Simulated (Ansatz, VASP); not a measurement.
## Cu in VASP and in Ansatz

Contents of INCAR:

```
PREC = Accurate ; ENCUT = 520
EDIFF = 1E-6 ; ISMEAR = 0
SIGMA = 0.15 ; LREAL = F
LASPH = T ; NELM = 80
ALGO = Normal ; ISIF = 2
LWAVE = F ; LCHARG = T
GGA = PE ; LELF = T
LVHAR = T ; NBANDS = 12
```

The input KPOINTS:

```
regular mesh
0
Gamma
  22 22 22
```

File POSCAR:

```
Cu
1.0
    0.0000000000      1.8617250000      1.8617250000
    1.8617250000      0.0000000000      1.8617250000
    1.8617250000      1.8617250000      0.0000000000
Cu
1
Direct
    0.0000000000      0.0000000000      0.0000000000
```

Input for Ansatz:

```yaml
crystal:
  lattice:
    - [0.0, 1.861725, 1.861725]
    - [1.861725, 0.0, 1.861725]
    - [1.861725, 1.861725, 0.0]
  atoms:
    - { symbol: Cu, position: [0.0, 0.0, 0.0] }
basis:
  ecutwfc: 420
kpoints:
  mp_grid: { grid: [22, 22, 22] }
hamiltonian:
  xc: pbe
scf:
  occupations: { method: gaussian, width: 0.15 }
output:
  forces: true
  stress: true
  eigenvalues: true
```

Change from the starting cell: strain +0.030 along x and y, +0.030 along z, atoms carried along.

Alike in both runs: task single point; functional PBE; k mesh 22 × 22 × 22; occupations gaussian, width 0.15 eV; no spin polarisation.

|  | VASP | Ansatz |
| --- | --- | --- |
| version | VASP 6.6.1 | Ansatz 0.2.0 |
| potentials or method | VASP PAW PBE potentials, release 64 (Cu), cutoff 520 eV | scalar-relativistic, plane waves, PAW |
| valence electrons in the cell | 11 | 19 |

Ansatz gave:

* gap on the k mesh at the Fermi level (eV): none
* pressure (GPa): -8.9

Question: Which values does VASP return?

Answer: gap on the k mesh at the Fermi level (eV): none; pressure (GPa): -8.3.

A gap of «none» marks a metal or a gap that the smearing closes. VASP's potentials hold 11 valence electrons a cell and Ansatz's 19, so a difference there can come from the potentials and not from the codes.
